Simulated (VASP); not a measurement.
# Sc (P6_3/mmc) in VASP: notebook

Sc is run at these levels: LDA; tasks: single point, relaxation of cell and atoms.

All numbers are computed with VASP 6.6.1; they aren't measurements. Logs are shortened: lines on timing, memory, paths and dates and some standing lists are left out, and cuts for length are marked.

## 1. The cell of the first run

Symmetry: P6_3/mmc, No. 194, hexagonal system. Conventional cell: a = 3.229 Å, b = 3.229 Å, c = 4.987 Å, α = 90.00°, β = 90.00°, γ = 120.00°. Sc (site symmetry -6m2) has 12 Sc at 3.11 to 3.23 Å within 4.1 Å.

## 2. Single point, LDA

File INCAR:

```
SYSTEM = Sc
PREC     = Accurate       ! precision mode
ENCUT    = 520            ! plane-wave cutoff, eV
EDIFF    = 1E-6           ! SCF threshold, eV
ISMEAR   = 0              ! smearing method
SIGMA    = 0.1            ! smearing width, eV
LREAL    = .FALSE.        ! projectors in reciprocal space
LASPH    = .TRUE.         ! aspherical terms in the spheres
NELM     = 60             ! most SCF steps
ALGO     = Normal         ! electronic algorithm
ISIF     = 2              ! what is computed and relaxed
LWAVE    = .FALSE.        ! write WAVECAR
LCHARG   = .FALSE.        ! write CHGCAR
GGA      = CA             ! functional
NBANDS   = 18             ! bands
```

File KPOINTS:

```
regular mesh
0
G
  15 15 8
  0 0 0
```

File POSCAR:

```
Sc
1.0
    3.2292834761      0.0000000000      0.0000000000
   -1.6146417381      2.7966415263      0.0000000000
    0.0000000000      0.0000000000      4.9868471649
Sc
2
Direct
    0.3333333333      0.6666666667      0.2500000000
    0.6666666667      0.3333333333      0.7500000000
```

Potentials or basis: VASP PAW LDA potentials, release 64 (Sc_sv).

Launch:

```sh
> cat potpaw_LDA.64/Sc_sv/POTCAR > POTCAR
> mpirun -np 1 vasp_std > vasp.out
```

OUTCAR:

```text
SYSTEM = Sc
   PREC = Accurate
   ENCUT = 520
   EDIFF = 1E-6
   ISMEAR = 0
   LREAL = .FALSE.
   LASPH = .TRUE.
   NELM = 60
   ISIF = 2
   GGA = CA

 ion  position               nearest neighbor table
   1  0.333  0.667  0.250-   2 3.11   2 3.11   2 3.11   2 3.11   2 3.11   2 3.11
   2  0.667  0.333  0.750-   1 3.11   1 3.11   1 3.11   1 3.11   1 3.11   1 3.11

  LATTYP: Found a hexagonal cell.
 ALAT       =     3.2292834761
 C/A-ratio  =     1.5442580999

  Lattice vectors:

 A1 = (   3.2292834761,   0.0000000000,   0.0000000000)
 A2 = (  -1.6146417381,   2.7966415263,   0.0000000000)
 A3 = (   0.0000000000,   0.0000000000,   4.9868471649)

Analysis of symmetry for initial positions (statically):
=====================================================================
 Subroutine PRICEL returns:
 Original cell was already a primitive cell.

 Routine SETGRP: Setting up the symmetry group for a
 hexagonal supercell.

 Subroutine GETGRP returns: Found 24 space group operations
 (whereof 12 operations were pure point group operations)
 out of a pool of 24 trial point group operations.

The static configuration has the point symmetry D_3d.
 The point group associated with its full space group is D_6h.

Analysis of symmetry for dynamics (positions and initial velocities):
=====================================================================
 Subroutine PRICEL returns:
 Original cell was already a primitive cell.

 Routine SETGRP: Setting up the symmetry group for a
 hexagonal supercell.

 Subroutine GETGRP returns: Found 24 space group operations
 (whereof 12 operations were pure point group operations)
 out of a pool of 24 trial point group operations.

The dynamic configuration has the point symmetry D_3d.
 The point group associated with its full space group is D_6h.

 Subroutine INISYM returns: Found 24 space group operations
 (whereof 12 operations are pure point group operations),
 and found     1 'primitive' translations

----------------------------------------------------------------------------------------

                                     Primitive cell

  volume of cell :      45.0370

  direct lattice vectors                    reciprocal lattice vectors
     3.229283476  0.000000000  0.000000000     0.309666218  0.178785874  0.000000000
    -1.614641738  2.796641526  0.000000000     0.000000000  0.357571748  0.000000000
     0.000000000  0.000000000  4.986847165     0.000000000  0.000000000  0.200527501

  length of vectors
     3.229283476  3.229283476  4.986847165     0.357571748  0.357571748  0.200527501

[... 74 lines left out ...]
   ISPIN  =      1    spin polarized calculation?
   LNONCOLLINEAR =      F non collinear calculations
   LSORBIT =      F    spin-orbit coupling
   LASPH  =      T    aspherical Exc in radial PAW
   ENCUT  =  520.0 eV  38.22 Ry    6.18 a.u.   6.00  6.00  9.27*2*pi/ulx,y,z
   NELM   =     60;   NELMIN=  2; NELMDL= -5     # of ELM steps
   EDIFF  = 0.1E-05   stopping-criterion for ELM
   LREAL  =      F    real-space projection
   EDIFFG = 0.1E-04   stopping-criterion for IOM
   NSW    =      0    number of steps for IOM
   IBRION =     -1    ionic relax: 0-MD 1-quasi-New 2-CG
   NFREE  =      0    steps in history (QN), initial steepest desc. (CG)
   ISIF   =      2    stress and relaxation
   ISYM   =      2    0-nonsym 1-usesym 2-fastsym
   POTIM  = 0.5000    time-step for ionic-motion
   TEBEG  =    0.0;   TEEND  =   0.0 temperature during run
   PSTRESS=    0.0 pullay stress
   NELECT =      22.0000    total number of electrons
   NUPDOWN=      -1.0000    fix difference up-down
   EMIN   =  10.00;   EMAX   =-10.00  energy-range for DOS
   EFERMI =   0.00;   METHOD = LEGACY
   ISMEAR =     0;   SIGMA  =   0.10  broadening in eV -4-tet -1-fermi 0-gaus
   EFERMI_NEDOS =   21; number of points for ismear=-14 and -15
   IALGO  =     38    algorithm
   IMIX   =      4    mixing-type and parameters
     AMIX     =   0.40;   BMIX     =  1.00
     AMIX_MAG =   1.60;   BMIX_MAG =  1.00
  volume/ion in A,a.u.               =      22.52       151.96
  Fermi-wavevector in a.u.,A,eV,Ry     =   1.289316  2.436454 22.617452  1.662336
  Thomas-Fermi vector in A             =   2.421216
   LORBIT       =      0    0 simple, 1 ext, 2 COOP (PROOUT), +10 PAW based schemes
   GGA     = CA    functional components
   LHFCALC =     F    Hartree Fock is set to
   AEXX    =    0.0000 exact exchange contribution
   IVDW    =     0    specifies the selected vdW correction
   LEPSILON=     F    determine dielectric tensor
   LRPA    =     F    only Hartree local field effects (RPA)
 non-spin polarized calculation
 Gauss-broadening in eV      SIGMA  =   0.10
  energy-cutoff  :      520.00
  volume of cell :       45.04
 maximum number of plane-waves:      1239
   NGX = 13   NGY = 13   NGZ = 19

 number of electron      21.9999998 magnetization

 Free energy of the ion-electron system (eV)
  ---------------------------------------------------
  ext. energy  EPLUGINS =         0.00000000
  ---------------------------------------------------
  free energy    TOTEN  =       -13.45837665 eV

  energy without entropy =      -13.44117426  energy(sigma->0) =      -13.44977545

 E-fermi :   3.9961     XC(G=0): -10.5213

 val. band max:        3.9908900214   @ k =   0.2000   0.2000   0.2500
 cond. band min:       4.0031633458   @ k =   0.2000   0.2000   0.3750
 fundamental gap:      0.0122733244
 Fermi energy:         3.9961260388

 k-point     1 :       0.0000    0.0000    0.0000
  band No.  band energies     occupation
      1     -44.5932      2.00000
      2     -44.4793      2.00000
      3     -23.8644      2.00000
      4     -23.3838      2.00000
      5     -23.3838      2.00000
      6     -23.2886      2.00000
[... 481 lines left out ...]
      5     -23.5639      2.00000
      6     -23.5581      2.00000
[... 10 lines left out ...]
     17       8.1282      0.00000
     18       8.2870      0.00000

 [... further k-points ...]
[... 5 lines left out ...]
  --------------------------------------------------------------------------------------
  -------------------------------------------------------------------------------------
  Total        0.0266988      0.0266988      0.0161204     -0.0000000     -0.0000000     -0.0000000
  in kB        0.9498021      0.9498021      0.5734804     -0.0000000     -0.0000000     -0.0000000
  external PRESSURE =       0.8243615 kB  Pullay stress =       0.0000000 kB

 VOLUME and BASIS-vectors are now :
 -----------------------------------------------------------------------------
  energy-cutoff  :      520.00
  volume of cell :       45.04
      direct lattice vectors                 reciprocal lattice vectors
     3.229283476  0.000000000  0.000000000     0.309666218  0.178785874  0.000000000
    -1.614641738  2.796641526  0.000000000     0.000000000  0.357571748  0.000000000
     0.000000000  0.000000000  4.986847165     0.000000000  0.000000000  0.200527501

 POSITION                                       TOTAL-FORCE (eV/Angst)
 -----------------------------------------------------------------------------------
     -0.00000      1.86443      1.24671         0.000000     -0.000000      0.000000
      1.61464      0.93221      3.74014        -0.000000      0.000000      0.000000
 -----------------------------------------------------------------------------------
    total drift:                               -0.000000      0.000000     -0.000000

  FREE ENERGIE OF THE ION-ELECTRON SYSTEM (eV)
  ---------------------------------------------------
  free  energy   TOTEN  =       -13.4583766541 eV

  energy  without entropy=      -13.4411742557  energy(sigma->0) =      -13.44977545
```

OSZICAR:

```text
N       E                     dE             d eps       ncg     rms          rms(c)
DAV:   1     0.353532214189E+03    0.35353E+03   -0.10820E+04  4900   0.136E+03
DAV:   2     0.498518620047E+01   -0.34855E+03   -0.34127E+03  6108   0.559E+02
DAV:   3    -0.143697443828E+02   -0.19355E+02   -0.18451E+02  8066   0.166E+02
DAV:   4    -0.147434474573E+02   -0.37370E+00   -0.37139E+00  7454   0.208E+01
DAV:   5    -0.147479595407E+02   -0.45121E-02   -0.45090E-02  8356   0.250E+00    0.832E+00
DAV:   6    -0.136300092360E+02    0.11180E+01   -0.24656E+00  6432   0.185E+01    0.252E+00
DAV:   7    -0.134724214391E+02    0.15759E+00   -0.60695E-01  6654   0.827E+00    0.739E-01
DAV:   8    -0.134591545155E+02    0.13267E-01   -0.27368E-02  6330   0.225E+00    0.220E-01
DAV:   9    -0.134583536942E+02    0.80082E-03   -0.54555E-03  7078   0.782E-01    0.217E-02
DAV:  10    -0.134583759911E+02   -0.22297E-04   -0.10494E-04  7640   0.143E-01    0.397E-03
DAV:  11    -0.134583766541E+02   -0.66309E-06   -0.13750E-06  4616   0.148E-02
   1 F= -.13458377E+02 E0= -.13449775E+02  d E =-.172024E-01
```

stdout:

```text
POSCAR found type information on POSCAR Sc
 POSCAR found :  1 types and       2 ions
 scaLAPACK will be used
 LDA part: xc-table for (Slater(with rela. corr.)+CA(PZ))
 , standard interpolation
 POSCAR, INCAR and KPOINTS ok, starting setup
 FFT: planning ... GRIDC
 FFT: planning ... GRID_SOFT
 FFT: planning ... GRID
 WAVECAR not read
 entering main loop
```

It took 2.2 min on 1 thread of Oxide Virtual Turin-like, shared host; peak memory 0.17 GiB.

Results:

```yaml
Free_energy: -13.4584 eV
Pressure: 0.1 GPa
Band_gap_on_the_k_mesh: zero (band 11 reaches 5.04 eV, above the bottom of band 12 at 3.38 eV)
```

Levels at points of the mesh, in eV from the Fermi level:
| k point | band 7 | band 8 | band 9 | band 10 | band 11 | band 12 | band 13 | band 14 | band 15 | band 16 |
| --- | --- | --- | --- | --- | --- | --- | --- | --- | --- | --- |
| (0.00, 0.00, 0.00) | -27.28 | -27.24 | -5.23 | -1.76 | 1.01 | 1.63 | 1.63 | 1.99 | 2.16 | 2.16 |
| (0.00, 0.00, 0.50) | -27.33 | -27.33 | -3.55 | -3.55 | 1.04 | 1.04 | 1.53 | 1.53 | 1.53 | 1.53 |

## 3. Relaxation of cell and atoms, LDA

This run uses another cell than the first one, of 24.63 Å³/atom, 1.094 times its volume.

File INCAR:

```
SYSTEM = Sc
PREC     = Accurate       ! precision mode
ENCUT    = 600            ! plane-wave cutoff, eV
EDIFF    = 1E-6           ! SCF threshold, eV
ISMEAR   = 0              ! smearing method
SIGMA    = 0.1            ! smearing width, eV
LREAL    = .False.        ! projectors in reciprocal space
LASPH    = .True.         ! aspherical terms in the spheres
NELM     = 60             ! most SCF steps
ALGO     = Fast           ! electronic algorithm
ISIF     = 3              ! what is computed and relaxed
LWAVE    = .False.        ! write WAVECAR
LCHARG   = .False.        ! write CHGCAR
GGA      = CA             ! functional
IBRION   = 2              ! ionic algorithm
NSW      = 70             ! ionic steps
EDIFFG   = -0.005         ! ionic threshold
```

File KPOINTS:

```
Automatic mesh
0
Gamma
  15 15 8
  0 0 0
```

File POSCAR:

```
Sc
1.0
    3.3194762619      0.0000000000      0.0000000000
   -1.6597381310      2.8747507701      0.0000000000
    0.0000000000      0.0000000000      5.1626480205
Sc
2
Direct
    0.3333333333      0.6666666667      0.2500000000
    0.6666666667      0.3333333333      0.7500000000
```

Potentials or basis: VASP PAW LDA potentials, release 64 (Sc_sv).

Launch:

```sh
> cat potpaw_LDA.64/Sc_sv/POTCAR > POTCAR
> mpirun -np 1 vasp_std > vasp.out
```

Wall time 8.7 min (1 thread of Oxide Virtual Turin-like, shared host); peak memory 0.22 GiB.

The run converged. Its results:

* Free energy: -13.4588 eV
* Relaxed volume: 22.57 Å³/atom
* Relaxed cell: a = 3.232 Å, b = 3.232 Å, c = 4.990 Å, α = 90.00°, β = 90.00°, γ = 120.00°
* Space group after relaxing (to 0.05 Å): P6_3/mmc (No. 194)
* Energy gained by relaxing: 32.1 meV/atom
* Ionic steps: 8
* Pressure after relaxing: 0.0 GPa
* Band gap on the k mesh: zero (band 11 reaches 5.02 eV, above the bottom of band 12 at 3.37 eV)

The path:
```csv
step,energy change (eV),largest force (eV/Å),pressure (GPa),volume (Å³)
1,0.0000,0.0000,-4.65,49.27
2,-0.0612,0.0000,1.15,44.35
3,-0.0640,0.0000,0.00,45.13
4,-0.0639,0.0000,0.13,45.05
5,-0.0641,0.0000,-0.05,45.16
6,-0.0642,0.0000,-0.10,45.20
7,-0.0642,0.0000,0.03,45.13
8,-0.0642,0.0000,-0.02,45.14
```

Final structure:
```
Sc
1.0
     3.23202    0.00000    0.00000
    -1.61601    2.79901    0.00000
     0.00000    0.00000    4.99031
Sc
2
Direct
  0.33333 0.66667 0.25000
  0.66667 0.33333 0.75000
```

Levels at points of the mesh, in eV from the Fermi level:
```
           k point  band 9  band 10  band 11  band 12  band 13  band 14
(0.00, 0.00, 0.00)   -5.22    -1.75     1.00     1.63     1.63     1.99
(0.00, 0.00, 0.50)   -3.55    -3.55     1.04     1.04     1.52     1.52
```
